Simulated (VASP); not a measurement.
Input of a VASP 6.6.1 run:

POSCAR

```
GaN
1.0
    3.1831192122      0.0000000000      0.0000000000
   -1.5915596061      2.7566621010      0.0000000000
    0.0000000000      0.0000000000      5.1835337871
Ga N
2 2
Direct
    0.3333333333      0.6666666667      0.0001097060
    0.6666666667      0.3333333333      0.5001097060
    0.3333333333      0.6666666667      0.3768902940
    0.6666666667      0.3333333333      0.8768902940
```

INCAR.step1

```
PREC = Accurate
ENCUT = 1460
ISMEAR = 0
SIGMA = 0.01
LREAL = False
LASPH = True
NELM = 120
NBANDS = 26
GGA = PE
ALGO = Normal
EDIFF = 1E-5
LWAVE = True
LCHARG = False
GGA_COMPAT = False
```

The input INCAR.step2:

```
PREC = Accurate
ENCUT = 1460
EDIFF = 1E-6
ISMEAR = 0
SIGMA = 0.01
LREAL = False
LASPH = True
NELM = 120
ALGO = Normal
ISIF = 2
LWAVE = False
LCHARG = False
METAGGA = R2SCAN
LMIXTAU = True
NBANDS = 26
ISTART = 1
GGA_COMPAT = False
```

Contents of KPOINTS:

```
Automatic mesh
0
Gamma
  8 8 5
```

Potentials or basis: VASP PAW PBE potentials, release 64 (Ga_d, N_h).

Run with:

```sh
$ cat potpaw_PBE.64/Ga_d/POTCAR potpaw_PBE.64/N_h/POTCAR > POTCAR
$ cp INCAR.step1 INCAR
$ mpirun -np 1 vasp_std > vasp.out
$ cp INCAR.step2 INCAR
$ mpirun -np 1 vasp_std > vasp.out
```

(1) What does it give for the pressure?

(2) Predict the band gap on the k mesh.

Answers

(1) 1.0 GPa.

(2) 2.34 eV.

Caveat: the PAW data sets were made with another functional, which shifts forces and pressure a little.
